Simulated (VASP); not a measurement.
A run of VASP 6.6.1:

Contents of INCAR:

```
PREC     = Accurate       # precision mode
ENCUT    = 520            # plane-wave cutoff, eV
EDIFF    = 1E-7           # SCF threshold, eV
ISMEAR   = -1             # smearing method
SIGMA    = 0.1            # smearing width, eV
LREAL    = F              # projectors in reciprocal space
LASPH    = T              # aspherical terms in the spheres
NELM     = 150            # most SCF steps
ALGO     = Normal         # electronic algorithm
ISIF     = 2              # what is computed and relaxed
LWAVE    = F              # write WAVECAR
LCHARG   = T              # write CHGCAR
ISPIN    = 2              # spin polarisation
MAGMOM   = 1              # initial moments
LORBIT   = 11             # projections on sites
LMAXMIX  = 4              # l up to which the mixer works
GGA      = PE             # functional
LELF     = T              # ELF
LVHAR    = T            
NBANDS   = 15             # bands
```

Contents of KPOINTS:

```
regular mesh
0
Gamma
  18 18 18
```

POSCAR

```
Ni
1.0
    2.2090328074      0.0000000000      0.0000000000
    0.0000000000      2.2090328074      0.0000000000
    0.0000000000      0.0000000000      2.2090328074
Ni
1
Direct
    0.0000000000      0.0000000000      0.0000000000
```

Potentials or basis: VASP PAW PBE potentials, release 64 (Ni).

Launch:

```console
$ cat potpaw_PBE.64/Ni/POTCAR > POTCAR
$ mpirun -np 1 vasp_std > vasp.out
```

Hardware: 1 thread of Intel(R) Xeon(R) 6975P-C (Granite Rapids), on a shared host.

Q: Estimate the wall time of this run.

A: It took 16 s on 1 thread of Intel(R) Xeon(R) 6975P-C (Granite Rapids), on a shared host, peak memory 0.16 GiB. Counts: scf iterations 15, k points 220.
